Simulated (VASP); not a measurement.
Input of a VASP 6.6.1 run:

Contents of INCAR:

```
SYSTEM = Mg
PREC = Accurate ; ENCUT = 520
EDIFF = 1E-8 ; ISMEAR = -1
SIGMA = 0.1 ; LREAL = .False.
LASPH = .True. ; NELM = 80
ALGO = Normal ; ISIF = 2
LWAVE = .False. ; LCHARG = .True.
GGA = PS ; IBRION = 8
NSW = 1
```

The input KPOINTS:

```
Automatic mesh
0
Gamma
  12 12 8
  0 0 0
```

The input POSCAR:

```
Mg
1.0
    3.1906673457      0.0000000000      0.0000000000
   -1.5953336729      2.7631989764      0.0000000000
    0.0000000000      0.0000000000      5.1075428866
Mg
2
Direct
    0.3333333333      0.6666666667      0.2500000000
    0.6666666667      0.3333333333      0.7500000000
```

Potentials or basis: VASP PAW PBE potentials, release 64 (Mg).

The run is started by

```console
$ cat potpaw_PBE.64/Mg/POTCAR > POTCAR
$ mpirun -np 1 vasp_std > vasp.out
```

**Question.** Predict the highest phonon frequency at Γ.

**Answer.** 260 cm⁻¹.

Phonon frequencies in cm⁻¹ (negative: imaginary):
```csv
q point,frequencies
"(0.000, 0.000, 0.000)",0 0 0 131 131 260
```
